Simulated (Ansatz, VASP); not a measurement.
## Ta5As4 in VASP and in Ansatz

The input INCAR:

```
PREC = Accurate
ENCUT = 520
EDIFF = 1E-6
ISMEAR = -1
SIGMA = 0.1
LREAL = F
LASPH = T
NELM = 150
ALGO = Normal
ISIF = 2
LWAVE = F
LCHARG = F
LMAXMIX = 4
LDAU = T
LDAUTYPE = 2
LDAUL = 2 -1
LDAUU = 6 0
LDAUJ = 0 0
LDAUPRINT = 1
GGA = PS
NBANDS = 48
```

KPOINTS

```
regular mesh
0
Gamma
  6 6 6
```

File POSCAR:

```
Ta5As4
1.0
    0.0000000000      0.0000000000      3.4391850000
    4.9124410000     -4.9124410000      1.7195930000
    4.9124410000      4.9124410000     -1.7195930000
Ta As
5 4
Direct
    0.0000000000      0.0000000000      0.0000000000
    0.3682000000      0.9368000000      0.6732000000
    0.3050000000      0.3268000000      0.9368000000
    0.6318000000      0.0632000000      0.3268000000
    0.6950000000      0.6732000000      0.0632000000
    0.2840000000      0.7678000000      0.3358000000
    0.0518000000      0.6642000000      0.7678000000
    0.7160000000      0.2322000000      0.6642000000
    0.9482000000      0.3358000000      0.2322000000
```

Input for Ansatz:

```yaml
crystal:
  lattice:
    - [0.0, 0.0, 3.439185]
    - [4.912441, -4.912441, 1.719593]
    - [4.912441, 4.912441, -1.719593]
  atoms:
    - { symbol: Ta, position: [0.0, 0.0, 0.0] }
    - { symbol: As, position: [0.284, 0.7678, 0.3358] }
    - { symbol: As, position: [0.0518, 0.6642, 0.7678] }
    - { symbol: As, position: [0.716, 0.2322, 0.6642] }
    - { symbol: As, position: [0.9482, 0.3358, 0.2322] }
    - { symbol: Ta, position: [0.3682, 0.9368, 0.6732] }
    - { symbol: Ta, position: [0.305, 0.3268, 0.9368] }
    - { symbol: Ta, position: [0.6318, 0.0632, 0.3268] }
    - { symbol: Ta, position: [0.695, 0.6732, 0.0632] }
  symmetry: { tolerance: 0.0003 }
kpoints:
  mp_grid: { grid: [6, 6, 6], shift: [0, 0, 0] }
magnetization:
  spin_polarized: false
scf:
  occupations: { method: fermi_dirac }
hamiltonian:
  pseudopotentials: { kind: paw }
  xc: pbesol
  hubbard: { sites: [{ species: Ta, l: d, u_eff: 6.0 }], double_counting: fll }
basis:
  ecutwfc: 420
  ecutrho_ratio: 4
output:
  forces: true
  stress: true
  eigenvalues: true
```

Alike in both runs: task single point; functional PBEsol; k mesh 6 × 6 × 6; no spin polarisation; Hubbard terms Ta d U = 6.0 eV.

|  | VASP | Ansatz |
| --- | --- | --- |
| version | VASP 6.6.1 | Ansatz 0.2.0 |
| potentials or method | VASP PAW PBE potentials, release 64 (Ta_pv, As), cutoff 520 eV | PAW plane waves |
| occupations | fermi-dirac, width 0.1 eV | fermi-dirac |
| valence electrons in the cell | 75 | 125 |

```csv
,VASP,Ansatz,Ansatz less VASP
gap on the k mesh at the Fermi level (eV),none,none,-
pressure (GPa),8.4,2.3,-6.11
rms of the force components (eV/Å),0.253,0.184,-0.0690
```

VASP's potentials were made for PBE, not for PBEsol. The programs project onto different local orbitals, so the same U acts differently, and such runs can settle in different states. A gap of «none» marks a metal or a gap that the smearing closes. VASP's potentials hold 75 valence electrons a cell and Ansatz's 125, so a difference there can come from the potentials and not from the codes. Ansatz's warnings: filled band counts differ across k points.

Spin-orbit coupling is off throughout.
